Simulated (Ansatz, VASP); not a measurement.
## Al in VASP and in Ansatz

```
Al
1.0
     0.00000    2.03017    2.03017
     2.03017    0.00000    2.03017
     2.03017    2.03017    0.00000
Al
1
Cartesian
  0.0000 0.0000 0.0000
```

Alike in both runs: task single point; functional PBE; dispersion D3(BJ); k mesh 18 × 18 × 18; occupations gaussian, width 0.1 eV; no spin polarisation.

|  | VASP | Ansatz |
| --- | --- | --- |
| version | VASP 6.6.1 | Ansatz 0.2.0 |
| potentials or method | VASP PAW PBE potentials, release 64 (Al), cutoff 500 eV | scalar-relativistic, plane waves, PAW |
| valence electrons in the cell | 3 | 3 |

|  | VASP | Ansatz | Ansatz less VASP |
| --- | --- | --- | --- |
| gap on the k mesh at the Fermi level (eV) | none | none | - |
| pressure (GPa) | -4.4 | -4.3 | +0.04 |

A gap of «none» marks a metal or a gap that the smearing closes.
